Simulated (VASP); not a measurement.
Hf, 1 atom in the cell. Symmetry: Im-3m, No. 229, cubic system. Conventional cell: a = 3.610 Å, b = 3.610 Å, c = 3.610 Å, α = 90.00°, β = 90.00°, γ = 90.00°. Within 4.1 Å of Hf (site symmetry m-3m) lie 14 Hf at 3.13 to 3.61 Å. 

- Program: VASP 6.6.1
- Task: relaxation of cell and atoms
- Functional: LDA
- Potentials or basis: VASP PAW LDA potentials, release 64 (Hf_pv)
- Cutoff: 600 eV
- k mesh: 10 × 10 × 10
- Occupations: fermi-dirac, width 0.05 eV
- Spin: no spin polarisation
- Dipole correction: no
- Further INCAR settings: ALGO = Normal; EDIFF = 1e-06; IBRION = 2; EDIFFG = -0.02; NSW = 80; ISIF = 3

Potentials or basis: VASP PAW LDA potentials, release 64 (Hf_pv).

The run is started by

```sh
$ cat potpaw_LDA.64/Hf_pv/POTCAR > POTCAR
$ mpirun -np 1 vasp_std > vasp.out
```

Hardware: 1 thread of Intel Xeon 8259CL, on a shared host.

Q: How long does it take, and how much memory?

A: It took 42 s on 1 thread of Intel Xeon 8259CL, with other jobs on the host, peak memory 0.16 GiB. Counts: scf iterations 31, k points 47, ion steps 4.
